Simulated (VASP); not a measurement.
Runs of VASP 6.6.1 on Cu. The structure is that of space group I4/mmm (No. 139), or close to it. The cells are those of the table. 

```csv
cell,further INCAR settings,gap on the mesh (eV),pressure (GPa)
"a = 2.399 Å, angles 106.1, 112.4, 110.0°, 1 atom",ALGO = Fast; EDIFF = 1e-06; NBANDS = 12,none,14.9
"a = 2.526 Å, angles 110.3, 104.2, 114.0°, 1 atom",ALGO = Fast; EDIFF = 1e-06; NBANDS = 12,none,(b)
"a = 2.504 Å, angles 109.6, 105.5, 113.3°, 1 atom",ALGO = Fast; EDIFF = 1e-07; NBANDS = 12,none,-7.4
"a = 2.379 Å, angles 105.3, 113.8, 109.3°, 1 atom",ALGO = Fast; EDIFF = 1e-06; NBANDS = 12,none,(a)
"a = 2.482 Å, angles 108.9, 106.9, 112.7°, 1 atom",ALGO = Fast; EDIFF = 1e-07; NBANDS = 12,none,-4.3
```

Alike in all rows: task single point; level PBEsol; potentials or basis VASP PAW PBE potentials, release 64 (Cu); no spin polarisation; k mesh 24 × 24 × 24; cutoff (eV) 520; smearing gaussian 0.15 eV.

Question: Estimate the missing entries.

Answer: (a) 21.7; (b) -10.2.

Caveats: the PAW data sets were made with another functional, which shifts forces and pressure a little; the cell stands under tension (at least some runs); the cell stands under pressure (at least some runs).

A gap of «none» marks levels without a gap at the run's occupations.
